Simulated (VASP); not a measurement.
HfOs3W: relaxation of cell and atoms with PBE

The system is HfOs3W.

```
CELL_PARAMETERS angstrom
4.68441 0.00000 0.00000
0.00000 4.68441 0.00000
0.00000 0.00000 4.68441
ATOMIC_POSITIONS crystal
Hf 0.00000 0.00000 0.00000
Os 0.00000 0.50000 0.50000
Os 0.50000 0.50000 0.00000
Os 0.50000 0.00000 0.50000
W 0.50000 0.50000 0.50000
```

```
Program                : VASP 6.6.1
Task                   : relaxation of cell and atoms
Functional             : PBE
Potentials or basis    : VASP PAW PBE potentials, release 64 (Hf_pv, Os, W_sv)
Cutoff                 : 600 eV
k mesh                 : 8 × 8 × 8
Occupations            : gaussian, width 0.1 eV
Spin                   : no spin polarisation
Dipole correction      : no
Further INCAR settings : ALGO = Normal; EDIFF = 1e-06; IBRION = 2; EDIFFG = -0.01; NSW = 100; ISIF = 3
```

| Quantity | Value |
| --- | --- |
| Relaxed volume | 20.59 Å³/atom |
| Relaxed cell | a = 4.687 Å, b = 4.687 Å, c = 4.687 Å, α = 90.00°, β = 90.00°, γ = 90.00° |
| Space group after relaxing (to 0.05 Å) | Pm-3m (No. 221) |
| Energy gained by relaxing | 0.0 meV/atom |
| Ionic steps | 3 |
| Pressure after relaxing | 0.0 GPa |
| Band gap on the k mesh | zero (band 24 reaches 6.60 eV, above the bottom of band 25 at 5.11 eV) |

The path:
| step | energy change (eV) | largest force (eV/Å) | pressure (GPa) | volume (Å³) |
| --- | --- | --- | --- | --- |
| 1 | 0.0000 | 0.0000 | 0.30 | 102.79 |
| 2 | 0.0008 | 0.0000 | -0.73 | 103.37 |
| 3 | -0.0002 | 0.0000 | 0.00 | 102.96 |

Final structure:
```
CELL_PARAMETERS angstrom
4.68688 0.00000 0.00000
0.00000 4.68688 0.00000
0.00000 0.00000 4.68688
ATOMIC_POSITIONS crystal
Hf 0.00000 0.00000 0.00000
Os 0.00000 0.50000 0.50000
Os 0.50000 0.50000 0.00000
Os 0.50000 0.00000 0.50000
W 0.50000 0.50000 0.50000
```

Levels at points of the mesh, in eV from the Fermi level:
```
           k point  band 20  band 21  band 22  band 23  band 24  band 25  band 26  band 27  band 28
(0.00, 0.00, 0.00)     0.17     0.17     0.17     0.54     0.73     0.73     0.73     1.21     1.21
(0.50, 0.00, 0.00)    -1.76    -1.20    -1.20    -0.86     0.17     0.51     0.51     0.65     1.15
(0.50, 0.50, 0.00)    -1.53    -1.53    -1.37    -1.36    -0.49     0.00     0.06     0.14     0.69
(0.50, 0.50, 0.50)    -1.84    -1.84    -1.04    -1.04    -0.75    -0.75     0.18     0.18     0.18
```

Wall time 2.2 min on 1 thread of Intel(R) Xeon(R) 6975P-C (Granite Rapids), on a shared host, peak memory 0.34 GiB.

Caveat: spin-orbit coupling is left out, which moves the levels of the heavy elements.
